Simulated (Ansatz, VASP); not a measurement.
## Ca in VASP and in Ansatz

```
CELL_PARAMETERS angstrom
-2.30313 2.30313 2.11888
2.30313 -2.30313 2.11888
2.30313 2.30313 -2.11888
ATOMIC_POSITIONS crystal
Ca 0.00000 0.00000 0.00000
```

Alike in both runs: task single point; functional r2SCAN; k mesh 16 × 16 × 16; occupations gaussian, width 0.15 eV; no spin polarisation.

|  | VASP | Ansatz |
| --- | --- | --- |
| version | VASP 6.6.1 | Ansatz 0.2.0 |
| potentials or method | VASP PAW PBE potentials, release 64 (Ca_sv), cutoff 520 eV | scalar-relativistic, plane waves, PAW |
| valence electrons in the cell | 10 | 10 |

```csv
,VASP,Ansatz,Ansatz less VASP
gap on the k mesh at the Fermi level (eV),none,none,-
pressure (GPa),-0.6,-0.7,-0.04
"traceless stress, the component that is largest in VASP (GPa)",0.24,0.24,+0.001
```

VASP's potentials were made for PBE, not for r2SCAN. A gap of «none» marks a metal or a gap that the smearing closes. The functional is the same, so the differences come from potentials, cutoffs and numerics.
